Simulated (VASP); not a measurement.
In3Se:

```
In Se
1.0
     4.77152    0.00000    0.00000
     0.00000    4.77152    0.00000
     0.00000    0.00000    4.77152
In Se
3 1
Direct
  0.50000 0.50000 0.00000
  0.50000 0.00000 0.50000
  0.00000 0.50000 0.50000
  0.00000 0.00000 0.00000
```

Base run:

| Property | Result |
| --- | --- |
| Program | VASP 6.6.1 |
| Functional | PBEsol |
| Potentials or basis | VASP PAW PBE potentials, release 64 (In_d, Se) |
| Cutoff | 520 eV |
| k mesh | 6 × 6 × 6 |
| Occupations | fermi-dirac, width 0.05 eV |
| Spin | no spin polarisation |

Its results: pressure -2.4 GPa.

**Question.** After a change of settings the same cell gave: pressure -0.6 GPa. Which change was it?
A. functional from PBEsol to LDA; potentials or basis from VASP PAW PBE potentials, release 64 (In_d, Se) to VASP PAW LDA potentials, release 64 (In_d, Se)
B. functional from PBEsol to PBE; further incar settings from ALGO = Normal; EDIFF = 1e-06; NBANDS = 30 to ALGO = Normal; EDIFF = 1e-07; NBANDS = 30
C. functional from PBEsol to r2SCAN

**Answer.** C.

Caveats: the PAW data sets were made with another functional, which shifts forces and pressure a little.
